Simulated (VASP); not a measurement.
Wanted: the native input for a VASP 6.6.1 run.

```
Task                   : single point
Functional             : PBE
Potentials or basis    : VASP PAW PBE potentials, release 64 (B, N)
Cutoff                 : 520 eV
k mesh                 : 12 × 12 × 6
Occupations            : gaussian, width 0.05 eV
Spin                   : no spin polarisation
Dipole correction      : no
Further INCAR settings : ALGO = Normal; EDIFF = 1e-06; NBANDS = 16
```

The structure of BN lies in POSCAR:

```
BN
1.0
    2.5539396017      0.0000000000      0.0000000000
   -1.2769698009      2.2117765748      0.0000000000
    0.0000000000      0.0000000000      4.3959292000
B N
2 2
Direct
    0.6666666667      0.3333333333      0.9997240000
    0.3333333333      0.6666666667      0.4997240000
    0.6666666667      0.3333333333      0.6252760000
    0.3333333333      0.6666666667      0.1252760000
```

This cell differs from its parent crystal: strain +0.000 along x and y, +0.040 along z.

The input as run:

INCAR

```
SYSTEM = BN
ALGO = Normal
EDIFF = 1E-6
ENCUT = 520
GGA = PE
ISIF = 2
ISMEAR = 0
LASPH = .True.
LCHARG = .False.
LREAL = .False.
LWAVE = .False.
NBANDS = 16
NELM = 60
PREC = Accurate
SIGMA = 0.05
```

KPOINTS

```
k-points
0
Gamma
  12 12 6
  0 0 0
```

Potentials or basis: VASP PAW PBE potentials, release 64 (B, N).

Launch:

```sh
$ cat potpaw_PBE.64/B/POTCAR potpaw_PBE.64/N/POTCAR > POTCAR
$ mpirun -np 1 vasp_std > vasp.out
```

Results of the run:

| Item | Value |
| --- | --- |
| Pressure | -12.8 GPa |
| Largest force | 0.162 eV/Å |
| Band gap on the k mesh | 5.12 eV, indirect (least direct gap 7.02 eV) |

Caveat: the cell differs from its parent crystal (strain +0.000 along x and y, +0.040 along z).

Run time: 17 s on 1 thread of Intel(R) Xeon(R) Platinum 8488C (Sapphire Rapids) (shared host), peak memory 0.15 GiB.
